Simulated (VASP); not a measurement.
# Mg3SiO3 in VASP: single point with PBE

Aim: the single point of Mg3SiO3 with PBE.

Everything below comes from runs of VASP 6.6.1. Logs are shortened: lines on timing, memory, paths and dates and some standing lists are left out, and cuts for length are marked.

## (1) The cell of the first run

The cell holds a slab with vacuum, 7 atoms: a = 3.009 Å, b = 3.009 Å, c = 19.780 Å, α = 90.00°, β = 90.00°, γ = 90.00°.

## (2) Single point, PBE, collinear spin

INCAR reads:

```
SYSTEM = Mg3SiO3
PREC     = Accurate       ! precision mode
ENCUT    = 520            ! plane-wave cutoff, eV
EDIFF    = 1E-6           ! SCF threshold, eV
ISMEAR   = 0              ! smearing method
SIGMA    = 0.05           ! smearing width, eV
LREAL    = .False.        ! projectors in reciprocal space
LASPH    = .True.         ! aspherical terms in the spheres
NELM     = 150            ! most SCF steps
ALGO     = Normal         ! electronic algorithm
ISIF     = 2              ! what is computed and relaxed
LWAVE    = .False.        ! write WAVECAR
LCHARG   = .True.         ! write CHGCAR
ISPIN    = 2              ! spin polarisation
MAGMOM   = 0 0 0 0 0 0 2  ! initial moments
LORBIT   = 11             ! projections on sites
LDIPOL   = .True.       
IDIPOL   = 3            
DIPOL    = 0.5 0.5 0.352
GGA      = PE             ! functional
LELF     = .True.         ! ELF
LVHAR    = .True.       
LVACPOTAV= .True.       
NBANDS   = 27             ! bands
```

KPOINTS reads:

```
regular mesh
0
Gamma
  9 9 1
  0 0 0
```

POSCAR reads:

```
Mg3SiO3
1.0
    3.0085896295      0.0000000000      0.0000000000
    0.0000000000      3.0085896295      0.0000000000
    0.0000000000      0.0000000000     19.7799623107
Mg O Si
3 3 1
Direct
    0.5000000000      0.5000000000      0.2022248545
    0.0000000000      0.0000000000      0.3100331116
    0.5000000000      0.5000000000      0.4161289118
    0.0000000000      0.0000000000      0.2022248545
    0.5000000000      0.5000000000      0.3095409235
    0.0000000000      0.0000000000      0.4186035434
    0.3750000000      0.5000000000      0.6052769499
```

Potentials or basis: VASP PAW PBE potentials, release 64 (Mg, O, Si).

On the command line:

```
> cat potpaw_PBE.64/Mg/POTCAR potpaw_PBE.64/O/POTCAR potpaw_PBE.64/Si/POTCAR > POTCAR
> mpirun -np 1 vasp_std > vasp.out
```

OUTCAR:

```text
SYSTEM = Mg3SiO3
   PREC = Accurate
   ENCUT = 520
   EDIFF = 1E-6
   ISMEAR = 0
   LREAL = .False.
   LASPH = .True.
   NELM = 150
   ISIF = 2
   ISPIN = 2
   LORBIT = 11
   GGA = PE

 ion  position               nearest neighbor table
   1  0.500  0.500  0.202-   5 2.12   4 2.13   4 2.13   4 2.13   4 2.13   2 3.01   2 3.01   2 3.01
                             2 3.01
   2  0.000  0.000  0.310-   5 2.13   5 2.13   5 2.13   5 2.13   4 2.13   6 2.15   3 2.99   3 2.99
                             3 2.99   3 2.99   1 3.01   1 3.01   1 3.01   1 3.01
   3  0.500  0.500  0.416-   5 2.11   6 2.13   6 2.13   6 2.13   6 2.13   2 2.99   2 2.99   2 2.99
                             2 2.99
   4  0.000  0.000  0.202-   1 2.13   1 2.13   1 2.13   1 2.13   2 2.13
   5  0.500  0.500  0.310-   3 2.11   1 2.12   2 2.13   2 2.13   2 2.13   2 2.13
   6  0.000  0.000  0.419-   3 2.13   3 2.13   3 2.13   3 2.13   2 2.15
   7  0.375  0.500  0.605-

  LATTYP: Found a simple tetragonal cell.
 ALAT       =     3.0085896295
 C/A-ratio  =     6.5744966069

  Lattice vectors:

 A1 = (   3.0085896295,   0.0000000000,   0.0000000000)
 A2 = (   0.0000000000,   3.0085896295,   0.0000000000)
 A3 = (   0.0000000000,   0.0000000000,  19.7799623107)

Analysis of symmetry for initial positions (statically):
=====================================================================
 Subroutine PRICEL returns:
 Original cell was already a primitive cell.

 Routine SETGRP: Setting up the symmetry group for a
 simple tetragonal supercell.

 Subroutine GETGRP returns: Found  2 space group operations
 (whereof  2 operations were pure point group operations)
 out of a pool of 16 trial point group operations.

The static configuration has the point symmetry C_1h.

Analysis of symmetry for dynamics (positions and initial velocities):
=====================================================================
 Subroutine PRICEL returns:
 Original cell was already a primitive cell.

 Routine SETGRP: Setting up the symmetry group for a
 simple tetragonal supercell.

 Subroutine GETGRP returns: Found  2 space group operations
 (whereof  2 operations were pure point group operations)
 out of a pool of 16 trial point group operations.

The dynamic configuration has the point symmetry C_1h.

Analysis of structural, dynamic, and magnetic symmetry:
=====================================================================
 Subroutine PRICEL returns:
 Original cell was already a primitive cell.

 Routine SETGRP: Setting up the symmetry group for a
 simple tetragonal supercell.

 Subroutine GETGRP returns: Found  2 space group operations
 (whereof  2 operations were pure point group operations)
 out of a pool of 16 trial point group operations.

The overall configuration has the point symmetry C_1h.

 Subroutine INISYM returns: Found  2 space group operations
 (whereof  2 operations are pure point group operations),
 and found     1 'primitive' translations

----------------------------------------------------------------------------------------

                                     Primitive cell

  volume of cell :     179.0405

  direct lattice vectors                    reciprocal lattice vectors
     3.008589629  0.000000000  0.000000000     0.332381655  0.000000000  0.000000000
     0.000000000  3.008589629  0.000000000     0.000000000  0.332381655  0.000000000
     0.000000000  0.000000000 19.779962311     0.000000000  0.000000000  0.050556214

  length of vectors
     3.008589629  3.008589629 19.779962311     0.332381655  0.332381655  0.050556214

  position of ions in fractional coordinates (direct lattice)
     0.500000000  0.500000000  0.202224855
     0.000000000  0.000000000  0.310033112
     0.500000000  0.500000000  0.416128912
     0.000000000  0.000000000  0.202224855
     0.500000000  0.500000000  0.309540924
     0.000000000  0.000000000  0.418603543
     0.375000000  0.500000000  0.605276950

  ion indices of the primitive-cell ions
   primitive index   ion index
                 1           1
                 2           2
                 3           3
                 4           4
                 5           5
                 6           6
[... 59 lines left out ...]
   ions per type =               3   3   1
   NGX,Y,Z   is equivalent  to a cutoff of  13.26, 13.26, 12.61 a.u.
   NGXF,Y,Z  is equivalent  to a cutoff of  26.52, 26.52, 25.21 a.u.
 SYSTEM =  Mg3SiO3
   PREC   = accura    normal or accurate (medium, high low for compatibility)
   ISTART =      0    job   : 0-new  1-cont  2-samecut
   ICHARG =      2    charge: 1-file 2-atom 10-const
   ISPIN  =      2    spin polarized calculation?
   LNONCOLLINEAR =      F non collinear calculations
   LSORBIT =      F    spin-orbit coupling
   LASPH  =      T    aspherical Exc in radial PAW
   ENCUT  =  520.0 eV  38.22 Ry    6.18 a.u.   5.59  5.59 36.78*2*pi/ulx,y,z
   NELM   =    150;   NELMIN=  2; NELMDL= -5     # of ELM steps
   EDIFF  = 0.1E-05   stopping-criterion for ELM
   LREAL  =      F    real-space projection
   EDIFFG = 0.1E-04   stopping-criterion for IOM
   NSW    =      0    number of steps for IOM
   IBRION =     -1    ionic relax: 0-MD 1-quasi-New 2-CG
   NFREE  =      0    steps in history (QN), initial steepest desc. (CG)
   ISIF   =      2    stress and relaxation
   ISYM   =      2    0-nonsym 1-usesym 2-fastsym
   POTIM  = 0.5000    time-step for ionic-motion
   TEBEG  =    0.0;   TEEND  =   0.0 temperature during run
   PSTRESS=    0.0 pullay stress
   NELECT =      28.0000    total number of electrons
   NUPDOWN=      -1.0000    fix difference up-down
   EMIN   =  10.00;   EMAX   =-10.00  energy-range for DOS
   EFERMI =   0.00;   METHOD = LEGACY
   ISMEAR =     0;   SIGMA  =   0.05  broadening in eV -4-tet -1-fermi 0-gaus
   EFERMI_NEDOS =   21; number of points for ismear=-14 and -15
   IALGO  =     38    algorithm
   IMIX   =      4    mixing-type and parameters
     AMIX     =   0.40;   BMIX     =  1.00
     AMIX_MAG =   1.60;   BMIX_MAG =  1.00
  volume/ion in A,a.u.               =      25.58       172.60
  Fermi-wavevector in a.u.,A,eV,Ry     =   0.882017  1.666771 10.584711  0.777954
  Thomas-Fermi vector in A             =   2.002592
   LORBIT       =     11    0 simple, 1 ext, 2 COOP (PROOUT), +10 PAW based schemes
   GGA     = PE    functional components
   LHFCALC =     F    Hartree Fock is set to
   AEXX    =    0.0000 exact exchange contribution
   IVDW    =     0    specifies the selected vdW correction
   LEPSILON=     F    determine dielectric tensor
   LRPA    =     F    only Hartree local field effects (RPA)
 spin polarized calculation
 Gauss-broadening in eV      SIGMA  =   0.05
  energy-cutoff  :      520.00
  volume of cell :      179.04
 maximum number of plane-waves:      4849
 NGX is ok and might be reduce to    24
   NGX = 11   NGY = 11   NGZ = 73

 dipolmoment           0.000000      0.000000     -0.006967 electrons x Angstroem

 number of electron      28.0000004 magnetization       0.0885319

 dipolmoment           0.000000      0.000000      0.036356 electrons x Angstroem

 Free energy of the ion-electron system (eV)
  ---------------------------------------------------
  ext. energy  EPLUGINS =         0.00000000
  ---------------------------------------------------
  free energy    TOTEN  =       -38.15978358 eV

  energy without entropy =      -38.15820320  energy(sigma->0) =      -38.15899339

 E-fermi :  -0.4622     XC(G=0):  -5.8087

 val. band max:       -0.4741243989   @ k =   0.3333   0.0000   0.0000
 cond. band min:      -0.4358578976   @ k =   0.3333   0.3333   0.0000
 fundamental gap:      0.0382665013
 Fermi energy:        -0.4621770990

 spin component 1

 k-point     1 :       0.0000    0.0000    0.0000
  band No.  band energies     occupation
      1     -18.0921      1.00000
      2     -17.3294      1.00000
      3     -16.9415      1.00000
      4      -9.0619      1.00000
      5      -4.6423      1.00000
      6      -3.3270      1.00000
[... 685 lines left out ...]
     25       9.0103      0.00000
     26       9.2522      0.00000

 [... further k-points ...]

 spin component 2

 k-point     1 :       0.0000    0.0000    0.0000
  band No.  band energies     occupation
      1     -18.0909      1.00000
      2     -17.3268      1.00000
      3     -16.9378      1.00000
      4      -9.0040      1.00000
      5      -4.6402      1.00000
      6      -3.3141      1.00000
[... 685 lines left out ...]
     25       9.0337      0.00000
     26       9.2589      0.00000

 [... further k-points ...]

 [bands above 26 left out]

------------------------ aborting loop because EDIFF is reached ----------------------------------------

  FORCE on cell =-STRESS in cart. coord.  units (eV):
  Direction    XX          YY          ZZ          XY          YZ          ZX
  --------------------------------------------------------------------------------------
  -------------------------------------------------------------------------------------
  Total       -7.3878872     -7.4032316     -0.1600542      0.0000000      0.0000000     -0.0992916
  in kB      -66.1118740    -66.2491869     -1.4322745      0.0000000      0.0000000     -0.8885293
  external PRESSURE =     -44.5977784 kB  Pullay stress =       0.0000000 kB

 VOLUME and BASIS-vectors are now :
 -----------------------------------------------------------------------------
  energy-cutoff  :      520.00
  volume of cell :      179.04
      direct lattice vectors                 reciprocal lattice vectors
     3.008589629  0.000000000  0.000000000     0.332381655  0.000000000  0.000000000
     0.000000000  3.008589629  0.000000000     0.000000000  0.332381655  0.000000000
     0.000000000  0.000000000 19.779962311     0.000000000  0.000000000  0.050556214

 POSITION                                       TOTAL-FORCE (eV/Angst)
 -----------------------------------------------------------------------------------
      1.50429      1.50429      4.00000         0.000142      0.000000      0.451314
      0.00000      0.00000      6.13244         0.001452      0.000000     -0.032914
      1.50429      1.50429      8.23101         0.007829      0.000000      0.077695
      0.00000      0.00000      4.00000         0.000218      0.000000     -0.427514
      1.50429      1.50429      6.12271         0.002003      0.000000      0.024948
      0.00000      0.00000      8.27996         0.012942      0.000000     -0.093670
      1.12822      1.50429     11.97236        -0.024587      0.000000      0.000141
 -----------------------------------------------------------------------------------
    total drift:                               -0.000107     -0.000000     -0.001485

  FREE ENERGIE OF THE ION-ELECTRON SYSTEM (eV)
  ---------------------------------------------------
  free  energy   TOTEN  =       -38.1597835769 eV

  energy  without entropy=      -38.1582031996  energy(sigma->0) =      -38.15899339

 vacuum level on the upper side and lower side of the slab         4.208         3.491

 total charge

# of ion       s       p       d       tot
------------------------------------------
    1        0.141   0.150   0.062   0.352
    2        0.147   0.171   0.073   0.391
    3        0.141   0.152   0.062   0.355
    4        1.543   3.492   0.000   5.034
    5        1.543   3.543   0.000   5.086
    6        1.544   3.486   0.000   5.030
    7        0.903   0.559   0.000   1.462
--------------------------------------------------
tot          5.961  11.552   0.197  17.710

 magnetization (x)

# of ion       s       p       d       tot
------------------------------------------
    1       -0.000   0.000   0.000   0.000
    2       -0.000   0.000   0.000   0.000
    3       -0.000  -0.000   0.000  -0.000
    4       -0.000  -0.000   0.000  -0.000
    5       -0.000   0.000   0.000   0.000
    6        0.000   0.004   0.000   0.004
    7        0.000   0.022   0.000   0.022
--------------------------------------------------
tot          0.000   0.026   0.000   0.027
```

Wall time 8.1 min (1 thread of Intel Xeon Platinum 8488C (Sapphire Rapids), shared host); peak memory 0.45 GiB.

Results:

```yaml
Free_energy: -38.1598 eV
Largest_force: 0.451 eV/Å
Net_moment: 0.09 μB per cell
Site_moments: Mg +0.00, -0.00 (each value once); O -0.00, +0.00 (each value once); Si +0.02 μB
Valence_electrons_inside_the_program's_atomic_spheres: Mg 0.35, 0.39 (each value once); O 5.03, 5.09 (each value once); Si 1.46
```

Forces on the atoms (eV/Å):
```
Mg   0.000  0.000  0.451
Mg   0.001  0.000 -0.033
Mg   0.008  0.000  0.078
O    0.000  0.000 -0.428
O    0.002  0.000  0.025
O    0.013  0.000 -0.094
Si  -0.025  0.000  0.000
```

Levels at points of the mesh, in eV from the Fermi level:
Spin up:
| k point | band 11 | band 12 | band 13 | band 14 | band 15 | band 16 | band 17 | band 18 |
| --- | --- | --- | --- | --- | --- | --- | --- | --- |
| (0.00, 0.00, 0.00) | -1.27 | -1.04 | -0.90 | -0.90 | 2.40 | 3.40 | 4.02 | 5.23 |
Spin down:
| k point | band 12 | band 13 | band 14 | band 15 | band 16 | band 17 |
| --- | --- | --- | --- | --- | --- | --- |
| (0.00, 0.00, 0.00) | -0.96 | -0.89 | -0.89 | 2.41 | 3.44 | 4.03 |
